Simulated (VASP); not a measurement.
# V (P6_3/mmc) in VASP: further runs, part 3 of 3

VASP 6.6.1. Earlier steps stand in the parts before.

### Step 5. Single point, PBE (volume scaled by 0.55)

File INCAR:

```
SYSTEM = V
PREC = Accurate ; ENCUT = 520
EDIFF = 1E-6 ; ISMEAR = -1
SIGMA = 0.1 ; LREAL = .False.
LASPH = .True. ; NELM = 60
ALGO = Normal ; ISIF = 2
LWAVE = .False. ; LCHARG = .True.
GGA = PE ; LELF = .True.
LVHAR = .True. ; NBANDS = 20
```

File KPOINTS:

```
regular mesh
0
Gamma
  18 18 10
  0 0 0
```

File POSCAR:

```
V
1.0
    2.1259719701      0.0000000000      0.0000000000
   -1.0629859850      1.8411457338      0.0000000000
    0.0000000000      0.0000000000      3.8969667262
V
2
Direct
    0.3333333333      0.6666666667      0.2500000000
    0.6666666667      0.3333333333      0.7500000000
```

Potentials or basis: VASP PAW PBE potentials, release 64 (V_sv).

Run with:

```sh
$ cat potpaw_PBE.64/V_sv/POTCAR > POTCAR
$ mpirun -np 1 vasp_std > vasp.out
```

OUTCAR:

```text
SYSTEM = V
   PREC = Accurate
   ENCUT = 520
   EDIFF = 1E-6
   ISMEAR = -1
   LREAL = .False.
   LASPH = .True.
   NELM = 60
   ISIF = 2
   GGA = PE

 ion  position               nearest neighbor table
   1  0.333  0.667  0.250-   2 2.30   2 2.30   2 2.30   2 2.30   2 2.30   2 2.30
   2  0.667  0.333  0.750-   1 2.30   1 2.30   1 2.30   1 2.30   1 2.30   1 2.30

  LATTYP: Found a hexagonal cell.
 ALAT       =     2.1259719701
 C/A-ratio  =     1.8330282718

  Lattice vectors:

 A1 = (   2.1259719701,   0.0000000000,   0.0000000000)
 A2 = (  -1.0629859850,   1.8411457338,   0.0000000000)
 A3 = (   0.0000000000,   0.0000000000,   3.8969667262)

Analysis of symmetry for initial positions (statically):
=====================================================================
 Subroutine PRICEL returns:
 Original cell was already a primitive cell.

 Routine SETGRP: Setting up the symmetry group for a
 hexagonal supercell.

 Subroutine GETGRP returns: Found 24 space group operations
 (whereof 12 operations were pure point group operations)
 out of a pool of 24 trial point group operations.

The static configuration has the point symmetry D_3d.
 The point group associated with its full space group is D_6h.

Analysis of symmetry for dynamics (positions and initial velocities):
=====================================================================
 Subroutine PRICEL returns:
 Original cell was already a primitive cell.

 Routine SETGRP: Setting up the symmetry group for a
 hexagonal supercell.

 Subroutine GETGRP returns: Found 24 space group operations
 (whereof 12 operations were pure point group operations)
 out of a pool of 24 trial point group operations.

The dynamic configuration has the point symmetry D_3d.
 The point group associated with its full space group is D_6h.

 Subroutine INISYM returns: Found 24 space group operations
 (whereof 12 operations are pure point group operations),
 and found     1 'primitive' translations

----------------------------------------------------------------------------------------

                                     Primitive cell

  volume of cell :      15.2536

  direct lattice vectors                    reciprocal lattice vectors
     2.125971970  0.000000000  0.000000000     0.470373088  0.271570029  0.000000000
    -1.062985985  1.841145734  0.000000000     0.000000000  0.543140058  0.000000000
     0.000000000  0.000000000  3.896966726     0.000000000  0.000000000  0.256609838

  length of vectors
     2.125971970  2.125971970  3.896966726     0.543140058  0.543140058  0.256609838

  position of ions in fractional coordinates (direct lattice)
     0.333333333  0.666666667  0.250000000
     0.666666667  0.333333333  0.750000000

  ion indices of the primitive-cell ions
   primitive index   ion index
                 1           1
                 2           2

----------------------------------------------------------------------------------------

 KPOINTS: regular mesh

Automatic generation of k-mesh.
 Grid dimensions read from file:
 generate k-points for:   18   18   10

 Generating k-lattice:

  Cartesian coordinates                     Fractional coordinates (reciprocal lattice)
     0.026131838  0.015087224  0.000000000     0.055555556  0.000000000  0.000000000
     0.000000000  0.030174448  0.000000000     0.000000000  0.055555556  0.000000000
     0.000000000  0.000000000  0.025660984     0.000000000  0.000000000  0.100000000

  Length of vectors
     0.030174448  0.030174448  0.025660984

  Shift w.r.t. Gamma in fractional coordinates (k-lattice)
     0.000000000  0.000000000  0.000000000

 Subroutine IBZKPT returns following result:
 ===========================================

 Found    222 irreducible k-points:

 Following reciprocal coordinates:
            Coordinates               Weight
  0.000000  0.000000  0.000000      1.000000
  0.055556 -0.000000  0.000000      6.000000
  0.111111 -0.000000  0.000000      6.000000
  0.166667 -0.000000  0.000000      6.000000
  0.222222 -0.000000  0.000000      6.000000
  0.277778  0.000000  0.000000      6.000000
[... 16 lines left out ...]
  0.333333  0.111111  0.000000     12.000000
  0.388889  0.111111  0.000000     12.000000
 [... further k-points ...]
   k-points           NKPTS =    222   k-points in BZ     NKDIM =    222   number of bands    NBANDS=     20
   number of dos      NEDOS =    301   number of ions     NIONS =      2
   total plane-waves  NPLWV =   7680
   dimension x,y,z NGX =    16 NGY =   16 NGZ =   30
   dimension x,y,z NGXF=    32 NGYF=   32 NGZF=   60
   ions per type =               2
   NGX,Y,Z   is equivalent  to a cutoff of  12.51, 12.51, 12.80 a.u.
   NGXF,Y,Z  is equivalent  to a cutoff of  25.02, 25.02, 25.60 a.u.
 SYSTEM =  V
   PREC   = accura    normal or accurate (medium, high low for compatibility)
   ISTART =      0    job   : 0-new  1-cont  2-samecut
   ICHARG =      2    charge: 1-file 2-atom 10-const
   ISPIN  =      1    spin polarized calculation?
   LNONCOLLINEAR =      F non collinear calculations
   LSORBIT =      F    spin-orbit coupling
   LASPH  =      T    aspherical Exc in radial PAW
   ENCUT  =  520.0 eV  38.22 Ry    6.18 a.u.   3.95  3.95  7.25*2*pi/ulx,y,z
   NELM   =     60;   NELMIN=  2; NELMDL= -5     # of ELM steps
   EDIFF  = 0.1E-05   stopping-criterion for ELM
   LREAL  =      F    real-space projection
   EDIFFG = 0.1E-04   stopping-criterion for IOM
   NSW    =      0    number of steps for IOM
   IBRION =     -1    ionic relax: 0-MD 1-quasi-New 2-CG
   NFREE  =      0    steps in history (QN), initial steepest desc. (CG)
   ISIF   =      2    stress and relaxation
   ISYM   =      2    0-nonsym 1-usesym 2-fastsym
   POTIM  = 0.5000    time-step for ionic-motion
   TEBEG  =    0.0;   TEEND  =   0.0 temperature during run
   PSTRESS=    0.0 pullay stress
   NELECT =      26.0000    total number of electrons
   NUPDOWN=      -1.0000    fix difference up-down
   EMIN   =  10.00;   EMAX   =-10.00  energy-range for DOS
   EFERMI =   0.00;   METHOD = LEGACY
   ISMEAR =    -1;   SIGMA  =   0.10  broadening in eV -4-tet -1-fermi 0-gaus
   EFERMI_NEDOS =   21; number of points for ismear=-14 and -15
   IALGO  =     38    algorithm
   IMIX   =      4    mixing-type and parameters
     AMIX     =   0.40;   BMIX     =  1.00
     AMIX_MAG =   1.60;   BMIX_MAG =  1.00
  volume/ion in A,a.u.               =       7.63        51.47
  Fermi-wavevector in a.u.,A,eV,Ry     =   1.955578  3.695507 52.032562  3.824285
  Thomas-Fermi vector in A             =   2.981889
   LORBIT       =      0    0 simple, 1 ext, 2 COOP (PROOUT), +10 PAW based schemes
   GGA     = PE    functional components
   LHFCALC =     F    Hartree Fock is set to
   AEXX    =    0.0000 exact exchange contribution
   IVDW    =     0    specifies the selected vdW correction
   LEPSILON=     F    determine dielectric tensor
   LRPA    =     F    only Hartree local field effects (RPA)
 non-spin polarized calculation
  energy-cutoff  :      520.00
  volume of cell :       15.25
 maximum number of plane-waves:       422
 NGX is ok and might be reduce to    16
   NGX =  7   NGY =  7   NGZ = 15

 number of electron      25.9999998 magnetization

 Free energy of the ion-electron system (eV)
  ---------------------------------------------------
  ext. energy  EPLUGINS =         0.00000000
  ---------------------------------------------------
  free energy    TOTEN  =       -10.02480756 eV

  energy without entropy =       -9.96729687  energy(sigma->0) =       -9.99605222

 E-fermi :  19.4761     XC(G=0): -16.3032

 val. band max:       19.4736149112   @ k =   0.2222   0.2222   0.1000
 cond. band min:      19.4816666527   @ k =   0.2778   0.1111   0.0000
 fundamental gap:      0.0080517414
 Fermi energy:        19.4761227768

 k-point     1 :       0.0000    0.0000    0.0000
  band No.  band energies     occupation
      1     -45.4459      2.00000
      2     -44.4573      2.00000
      3     -20.5478      2.00000
      4     -16.7705      2.00000
      5     -16.1792      2.00000
      6     -16.1792      2.00000
[... 12 lines left out ...]
     19      24.9288      0.00000
     20      24.9288      0.00000
[... 507 lines left out ...]
 k-point    24 :       0.3889    0.1111    0.0000
  band No.  band energies     occupation
      1     -43.7670      2.00000
      2     -43.4395      2.00000
      3     -20.5720      2.00000
      4     -20.0407      2.00000
      5     -18.4209      2.00000
      6     -17.6685      2.00000
[... 12 lines left out ...]
     19      29.4810      0.00000
     20      34.5100      0.00000

 [... further k-points ...]

------------------------ aborting loop because EDIFF is reached ----------------------------------------

  FORCE on cell =-STRESS in cart. coord.  units (eV):
  Direction    XX          YY          ZZ          XY          YZ          ZX
  --------------------------------------------------------------------------------------
  -------------------------------------------------------------------------------------
  Total       29.0983282     29.0983282     28.5928225      0.0000000      0.0000000      0.0000000
  in kB     3056.3720714   3056.3720712   3003.2757694      0.0000001      0.0000000      0.0000000
  external PRESSURE =    3038.6733040 kB  Pullay stress =       0.0000000 kB

 VOLUME and BASIS-vectors are now :
 -----------------------------------------------------------------------------
  energy-cutoff  :      520.00
  volume of cell :       15.25
      direct lattice vectors                 reciprocal lattice vectors
     2.125971970  0.000000000  0.000000000     0.470373088  0.271570029  0.000000000
    -1.062985985  1.841145734  0.000000000     0.000000000  0.543140058  0.000000000
     0.000000000  0.000000000  3.896966726     0.000000000  0.000000000  0.256609838

 POSITION                                       TOTAL-FORCE (eV/Angst)
 -----------------------------------------------------------------------------------
     -0.00000      1.22743      0.97424        -0.000000      0.000000      0.000000
      1.06299      0.61372      2.92273         0.000000     -0.000000      0.000000
 -----------------------------------------------------------------------------------
    total drift:                                0.000000     -0.000000      0.000000

  FREE ENERGIE OF THE ION-ELECTRON SYSTEM (eV)
  ---------------------------------------------------
  free  energy   TOTEN  =       -10.0248075590 eV

  energy  without entropy=       -9.9672968739  energy(sigma->0) =       -9.99605222
```

Run time: 21 s. Hardware: 1 thread of Intel Xeon 6975P-C (Granite Rapids), shared host; peak memory 0.16 GiB.

What came out:

- Free energy: -10.0248 eV
- Pressure: 303.9 GPa
- Band gap on the k mesh: zero (band 13 reaches 22.21 eV, above the bottom of band 14 at 17.88 eV)

Levels at points of the mesh, in eV from the Fermi level:
```
           k point  band 11  band 12  band 13  band 14  band 15  band 16
(0.00, 0.00, 0.00)    -2.14    -0.20    -0.20     0.51     0.51     2.56
(0.50, 0.00, 0.00)    -4.94    -1.29     0.32     0.49     1.51     5.67
(0.00, 0.00, 0.50)    -1.99    -1.99    -0.11    -0.11    -0.11    -0.11
(0.50, 0.00, 0.50)    -4.65    -4.65     2.63     2.63     4.09     4.09
```

Caveat: the cell differs from its parent crystal (volume scaled by 0.55).

### Step 6. Single point, PBE

This run uses another cell than the first one, of 9.01 Å³/atom, 1.444 times its volume.

File INCAR:

```
PREC = Accurate ; ENCUT = 520
EDIFF = 1E-7 ; ISMEAR = -1
SIGMA = 0.1 ; LREAL = False
LASPH = True ; NELM = 60
ALGO = Normal ; ISIF = 2
LWAVE = False ; LCHARG = False
GGA = PE ; NBANDS = 20
```

File KPOINTS:

```
regular mesh
0
Gamma
  18 18 10
```

File POSCAR:

```
V
1.0
    2.2509530075      0.0000000000      0.0000000000
   -1.1254765037      1.9493824872      0.0000000000
    0.0000000000      0.0000000000      4.1082756591
V
2
Direct
    0.3333333333      0.6666666667      0.2500000000
    0.6666666667      0.3333333333      0.7500000000
```

Potentials or basis: VASP PAW PBE potentials, release 64 (V_sv).

Run with:

```sh
$ cat potpaw_PBE.64/V_sv/POTCAR > POTCAR
$ mpirun -np 1 vasp_std > vasp.out
```

Wall time 33 s (1 thread of Intel Xeon 6975P-C (Granite Rapids), shared host); peak memory 0.18 GiB.

Results (log left out):

| Quantity | Value |
| --- | --- |
| Free energy | -13.9573 eV |
| Pressure | 164.1 GPa |
| Band gap on the k mesh | zero (band 13 reaches 18.72 eV, above the bottom of band 14 at 15.12 eV) |

Stress tensor (GPa, compression positive):
```
164.77   0.00   0.00
  0.00 164.77   0.00
  0.00   0.00 162.68
```

Levels at points of the mesh, in eV from the Fermi level:
```tsv
k point	band 10	band 11	band 12	band 13	band 14	band 15	band 16	band 17
(0.00, 0.00, 0.00)	-4.62	-1.49	0.11	0.11	0.68	0.68	1.26	2.81
(0.50, 0.00, 0.00)	-5.06	-4.20	-0.90	0.48	0.56	0.83	4.85	5.90
(0.00, 0.00, 0.50)	-4.96	-1.79	-1.79	0.18	0.18	0.18	0.18	4.03
(0.50, 0.00, 0.50)	-5.39	-3.53	-3.53	2.42	2.42	3.26	3.26	6.01
```

### Step 7. Overview

| cell | gap on the mesh (eV) | pressure (GPa) |
| --- | --- | --- |
| a = 2.002, b = 2.002, c = 3.597 Å, angles 90.0, 90.0, 120.0°, 2 atoms | none | 574.5 |
| a = 2.126, b = 2.126, c = 3.897 Å, angles 90.0, 90.0, 120.0°, 2 atoms | none | 303.9 |
| a = 2.251, b = 2.251, c = 4.108 Å, angles 90.0, 90.0, 120.0°, 2 atoms | none | 164.1 |

Alike in all rows: task single point; level PBE; potentials or basis VASP PAW PBE potentials, release 64 (V_sv); no spin polarisation; k mesh 18 × 18 × 10; cutoff (eV) 520; smearing fermi-dirac 0.1 eV.

Total energies depend on the potentials used, so only differences within one code and one set of settings carry meaning.
